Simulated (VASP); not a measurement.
# InSb (P-6m2) in VASP: notebook

Runs on InSb. Level: PBE. Tasks: single point, relaxation of cell and atoms.

Program: VASP 6.6.1. These are calculated values, not measurements. Logs are shortened: lines on timing, memory, paths and dates and some standing lists are left out, and cuts for length are marked.

### 1 The cell of the first run

It takes space group P-6m2 (No. 187, hexagonal). Conventional cell: a = 3.762 Å, b = 3.762 Å, c = 3.672 Å, α = 90.00°, β = 90.00°, γ = 120.00°. In (site symmetry -6m2) has 6 Sb at 2.84 Å and 8 In at 3.67 to 3.76 Å within 3.8 Å. Sb (site symmetry -6m2) has 6 In at 2.84 Å and 8 Sb at 3.67 to 3.76 Å within 3.8 Å.

The cell was built from a structure type or drawn by symmetry, and may not be a known phase.

### 2 Single point, PBE

Contents of INCAR:

```
SYSTEM = InSb
PREC = Accurate ; ENCUT = 520
EDIFF = 1E-7 ; ISMEAR = 0
SIGMA = 0.1 ; LREAL = .False.
LASPH = .True. ; NELM = 60
ALGO = Normal ; ISIF = 2
LWAVE = .False. ; LCHARG = .True.
GGA = PE ; LELF = .True.
LVHAR = .True. ; NBANDS = 16
```

Contents of KPOINTS:

```
regular mesh
0
Gamma
  6 6 6
  0 0 0
```

Contents of POSCAR:

```
InSb
1.0
    3.7623319600      0.0000000000      0.0000000000
   -1.8811659800      3.2582750600      0.0000000000
    0.0000000000      0.0000000000      3.6718496600
In Sb
1 1
Direct
    0.6666666700      0.3333333300      0.5000000000
    0.0000000000      0.0000000000      0.0000000000
```

Potentials or basis: VASP PAW PBE potentials, release 64 (In_d, Sb).

Run with:

```bash
> cat potpaw_PBE.64/In_d/POTCAR potpaw_PBE.64/Sb/POTCAR > POTCAR
> mpirun -np 1 vasp_std > vasp.out
```

OUTCAR:

```text
SYSTEM = InSb
   PREC = Accurate
   ENCUT = 520
   EDIFF = 1E-7
   ISMEAR = 0
   LREAL = .False.
   LASPH = .True.
   NELM = 60
   ISIF = 2
   GGA = PE

 ion  position               nearest neighbor table
   1  0.667  0.333  0.500-   2 2.84   2 2.84   2 2.84   2 2.84   2 2.84   2 2.84
   2  0.000  0.000  0.000-   1 2.84   1 2.84   1 2.84   1 2.84   1 2.84   1 2.84

  LATTYP: Found a hexagonal cell.
 ALAT       =     3.7623319600
 C/A-ratio  =     0.9759504741

  Lattice vectors:

 A1 = (   3.7623319600,   0.0000000000,   0.0000000000)
 A2 = (  -1.8811659800,   3.2582750600,   0.0000000000)
 A3 = (   0.0000000000,   0.0000000000,   3.6718496600)

Analysis of symmetry for initial positions (statically):
=====================================================================
 Subroutine PRICEL returns:
 Original cell was already a primitive cell.

 Routine SETGRP: Setting up the symmetry group for a
 hexagonal supercell.

 Subroutine GETGRP returns: Found 12 space group operations
 (whereof 12 operations were pure point group operations)
 out of a pool of 24 trial point group operations.

The static configuration has the point symmetry D_3h.

Analysis of symmetry for dynamics (positions and initial velocities):
=====================================================================
 Subroutine PRICEL returns:
 Original cell was already a primitive cell.

 Routine SETGRP: Setting up the symmetry group for a
 hexagonal supercell.

 Subroutine GETGRP returns: Found 12 space group operations
 (whereof 12 operations were pure point group operations)
 out of a pool of 24 trial point group operations.

The dynamic configuration has the point symmetry D_3h.

 Subroutine INISYM returns: Found 12 space group operations
 (whereof 12 operations are pure point group operations),
 and found     1 'primitive' translations

----------------------------------------------------------------------------------------

                                     Primitive cell

  volume of cell :      45.0121

  direct lattice vectors                    reciprocal lattice vectors
     3.762331960  0.000000000  0.000000000     0.265792602  0.153455430  0.000000000
    -1.881165980  3.258275060  0.000000000     0.000000000  0.306910860  0.000000000
     0.000000000  0.000000000  3.671849660     0.000000000  0.000000000  0.272342305

  length of vectors
     3.762331960  3.762331964  3.671849660     0.306910860  0.306910860  0.272342305

  position of ions in fractional coordinates (direct lattice)
     0.666666670  0.333333330  0.500000000
     0.000000000  0.000000000  0.000000000

  ion indices of the primitive-cell ions
   primitive index   ion index
                 1           1
                 2           2

----------------------------------------------------------------------------------------

 KPOINTS: regular mesh

Automatic generation of k-mesh.
 Grid dimensions read from file:
 generate k-points for:    6    6    6

 Generating k-lattice:

  Cartesian coordinates                     Fractional coordinates (reciprocal lattice)
     0.044298767  0.025575905  0.000000000     0.166666667  0.000000000  0.000000000
     0.000000000  0.051151810  0.000000000     0.000000000  0.166666667  0.000000000
     0.000000000  0.000000000  0.045390384     0.000000000  0.000000000  0.166666667

  Length of vectors
     0.051151810  0.051151810  0.045390384

  Shift w.r.t. Gamma in fractional coordinates (k-lattice)
     0.000000000  0.000000000  0.000000000

 Subroutine IBZKPT returns following result:
 ===========================================

 Found     28 irreducible k-points:

 Following reciprocal coordinates:
            Coordinates               Weight
  0.000000  0.000000  0.000000      1.000000
  0.166667  0.000000  0.000000      6.000000
  0.333333  0.000000  0.000000      6.000000
  0.500000  0.000000  0.000000      3.000000
  0.166667  0.166667  0.000000      6.000000
  0.333333  0.166667  0.000000     12.000000
[... 16 lines left out ...]
  0.166667  0.000000  0.500000      6.000000
  0.333333  0.000000  0.500000      6.000000
 [... further k-points ...]
   k-points           NKPTS =     28   k-points in BZ     NKDIM =     28   number of bands    NBANDS=     16
   number of dos      NEDOS =    301   number of ions     NIONS =      2
   total plane-waves  NPLWV =  21952
   dimension x,y,z NGX =    28 NGY =   28 NGZ =   28
   dimension x,y,z NGXF=    56 NGYF=   56 NGZF=   56
   ions per type =               1   1
   NGX,Y,Z   is equivalent  to a cutoff of  12.37, 12.37, 12.68 a.u.
   NGXF,Y,Z  is equivalent  to a cutoff of  24.74, 24.74, 25.35 a.u.
 SYSTEM =  InSb
   PREC   = accura    normal or accurate (medium, high low for compatibility)
   ISTART =      0    job   : 0-new  1-cont  2-samecut
   ICHARG =      2    charge: 1-file 2-atom 10-const
   ISPIN  =      1    spin polarized calculation?
   LNONCOLLINEAR =      F non collinear calculations
   LSORBIT =      F    spin-orbit coupling
   LASPH  =      T    aspherical Exc in radial PAW
   ENCUT  =  520.0 eV  38.22 Ry    6.18 a.u.   7.00  7.00  6.83*2*pi/ulx,y,z
   NELM   =     60;   NELMIN=  2; NELMDL= -5     # of ELM steps
   EDIFF  = 0.1E-06   stopping-criterion for ELM
   LREAL  =      F    real-space projection
   EDIFFG = 0.1E-05   stopping-criterion for IOM
   NSW    =      0    number of steps for IOM
   IBRION =     -1    ionic relax: 0-MD 1-quasi-New 2-CG
   NFREE  =      0    steps in history (QN), initial steepest desc. (CG)
   ISIF   =      2    stress and relaxation
   ISYM   =      2    0-nonsym 1-usesym 2-fastsym
   POTIM  = 0.5000    time-step for ionic-motion
   TEBEG  =    0.0;   TEEND  =   0.0 temperature during run
   PSTRESS=    0.0 pullay stress
   NELECT =      18.0000    total number of electrons
   NUPDOWN=      -1.0000    fix difference up-down
   EMIN   =  10.00;   EMAX   =-10.00  energy-range for DOS
   EFERMI =   0.00;   METHOD = LEGACY
   ISMEAR =     0;   SIGMA  =   0.10  broadening in eV -4-tet -1-fermi 0-gaus
   EFERMI_NEDOS =   21; number of points for ismear=-14 and -15
   IALGO  =     38    algorithm
   IMIX   =      4    mixing-type and parameters
     AMIX     =   0.40;   BMIX     =  1.00
     AMIX_MAG =   1.60;   BMIX_MAG =  1.00
  volume/ion in A,a.u.               =      22.51       151.88
  Fermi-wavevector in a.u.,A,eV,Ry     =   1.206116  2.279229 19.792611  1.454716
  Thomas-Fermi vector in A             =   2.341793
   LORBIT       =      0    0 simple, 1 ext, 2 COOP (PROOUT), +10 PAW based schemes
   GGA     = PE    functional components
   LHFCALC =     F    Hartree Fock is set to
   AEXX    =    0.0000 exact exchange contribution
   IVDW    =     0    specifies the selected vdW correction
   LEPSILON=     F    determine dielectric tensor
   LRPA    =     F    only Hartree local field effects (RPA)
 non-spin polarized calculation
 Gauss-broadening in eV      SIGMA  =   0.10
  energy-cutoff  :      520.00
  volume of cell :       45.01
 maximum number of plane-waves:      1230
 NGX is ok and might be reduce to    28
   NGX = 13   NGY = 13   NGZ = 13

 number of electron      18.0000005 magnetization

 Free energy of the ion-electron system (eV)
  ---------------------------------------------------
  ext. energy  EPLUGINS =         0.00000000
  ---------------------------------------------------
  free energy    TOTEN  =        -5.80005872 eV

  energy without entropy =       -5.79328013  energy(sigma->0) =       -5.79666942

 E-fermi :   9.9745     XC(G=0): -10.8945

 val. band max:        9.9186230944   @ k =   0.1667   0.0000   0.1667
 cond. band min:      10.0560597604   @ k =   0.3333   0.0000   0.3333
 fundamental gap:      0.1374366659
 Fermi energy:         9.9744809749

 k-point     1 :       0.0000    0.0000    0.0000
  band No.  band energies     occupation
      1      -4.9517      2.00000
      2      -4.8788      2.00000
      3      -4.8788      2.00000
      4      -4.7890      2.00000
      5      -4.7890      2.00000
      6      -2.9552      2.00000
[... 8 lines left out ...]
     15      21.3122      0.00000
     16      22.8049      0.00000

 k-point     2 :       0.1667    0.0000    0.0000
  band No.  band energies     occupation
      1      -4.9380      2.00000
      2      -4.9014      2.00000
      3      -4.8426      2.00000
      4      -4.8139      2.00000
      5      -4.7917      2.00000
      6      -2.5514      2.00000
[... 8 lines left out ...]
     15      19.4065      0.00000
     16      21.1023      0.00000

 k-point     3 :       0.3333    0.0000    0.0000
  band No.  band energies     occupation
      1      -4.9582      2.00000
      2      -4.8958      2.00000
      3      -4.8622      2.00000
      4      -4.7971      2.00000
      5      -4.7684      2.00000
      6      -1.4163      2.00000
[... 8 lines left out ...]
     15      20.2116      0.00000
     16      20.9576      0.00000

 k-point     4 :       0.5000    0.0000    0.0000
  band No.  band energies     occupation
      1      -4.9803      2.00000
      2      -4.8857      2.00000
      3      -4.8799      2.00000
      4      -4.7998      2.00000
      5      -4.7304      2.00000
      6      -0.3297      2.00000
[... 8 lines left out ...]
     15      20.8233      0.00000
     16      21.8852      0.00000
[... 324 lines left out ...]
 k-point    22 :       0.0000    0.0000    0.5000
  band No.  band energies     occupation
      1      -4.8602      2.00000
      2      -4.8602      2.00000
      3      -4.8464      2.00000
      4      -4.8464      2.00000
      5      -4.7830      2.00000
      6      -0.9075      2.00000
[... 8 lines left out ...]
     15      18.1478      0.00000
     16      18.8563      0.00000

 k-point    23 :       0.1667    0.0000    0.5000
  band No.  band energies     occupation
      1      -4.9375      2.00000
      2      -4.8714      2.00000
      3      -4.8651      2.00000
      4      -4.8155      2.00000
      5      -4.7542      2.00000
      6      -0.4576      2.00000
[... 8 lines left out ...]
     15      19.1947      0.00000
     16      20.3705      0.00000

 k-point    24 :       0.3333    0.0000    0.5000
  band No.  band energies     occupation
      1      -5.0681      2.00000
      2      -4.9045      2.00000
      3      -4.8940      2.00000
      4      -4.7527      2.00000
      5      -4.6976      2.00000
      6       0.7029      2.00000
[... 8 lines left out ...]
     15      21.8908      0.00000
     16      23.2341      0.00000

 [... further k-points ...]

------------------------ aborting loop because EDIFF is reached ----------------------------------------

  FORCE on cell =-STRESS in cart. coord.  units (eV):
  Direction    XX          YY          ZZ          XY          YZ          ZX
  --------------------------------------------------------------------------------------
  -------------------------------------------------------------------------------------
  Total        6.2203063      6.2203063      6.9942679     -0.0000000      0.0000000     -0.0000000
  in kB      221.4076407    221.4076414    248.9562869     -0.0000000      0.0000000     -0.0000000
  external PRESSURE =     230.5905230 kB  Pullay stress =       0.0000000 kB

 VOLUME and BASIS-vectors are now :
 -----------------------------------------------------------------------------
  energy-cutoff  :      520.00
  volume of cell :       45.01
      direct lattice vectors                 reciprocal lattice vectors
     3.762331960  0.000000000  0.000000000     0.265792602  0.153455430  0.000000000
    -1.881165980  3.258275060  0.000000000     0.000000000  0.306910860  0.000000000
     0.000000000  0.000000000  3.671849660     0.000000000  0.000000000  0.272342305

 POSITION                                       TOTAL-FORCE (eV/Angst)
 -----------------------------------------------------------------------------------
      1.88117      1.08609      1.83592        -0.000000      0.000000      0.000000
      0.00000      0.00000      0.00000         0.000000      0.000000      0.000000
 -----------------------------------------------------------------------------------
    total drift:                               -0.000008      0.000005      0.000000

  FREE ENERGIE OF THE ION-ELECTRON SYSTEM (eV)
  ---------------------------------------------------
  free  energy   TOTEN  =        -5.8000587180 eV

  energy  without entropy=       -5.7932801295  energy(sigma->0) =       -5.79666942
```

Wall time 21 s (1 thread of Intel Xeon Platinum 8488C (Sapphire Rapids), shared host); peak memory 0.16 GiB.

What came out:

| Property | Result |
| --- | --- |
| Free energy | -5.8001 eV |
| Pressure | 23.1 GPa |
| Band gap on the k mesh | zero (bands 9 and 10 overlap by 4.33 eV) |

Levels at points of the mesh, in eV from the Fermi level:
```tsv
k point	band 6	band 7	band 8	band 9	band 10	band 11	band 12	band 13
(0.00, 0.00, 0.00)	-12.93	-1.73	0.23	0.53	0.53	4.41	4.64	4.64
(0.50, 0.00, 0.00)	-10.30	-7.53	-1.98	0.95	1.11	4.40	4.57	5.38
(0.00, 0.00, 0.50)	-10.88	-8.59	1.99	1.99	5.05	5.27	5.27	5.38
(0.50, 0.00, 0.50)	-8.31	-5.60	-4.88	-3.69	0.64	2.80	3.61	4.69
```

Caveat: the cell stands under pressure; spin-orbit coupling is left out, which moves the levels of the heavy elements.

(Continued in part 2 of 3.)
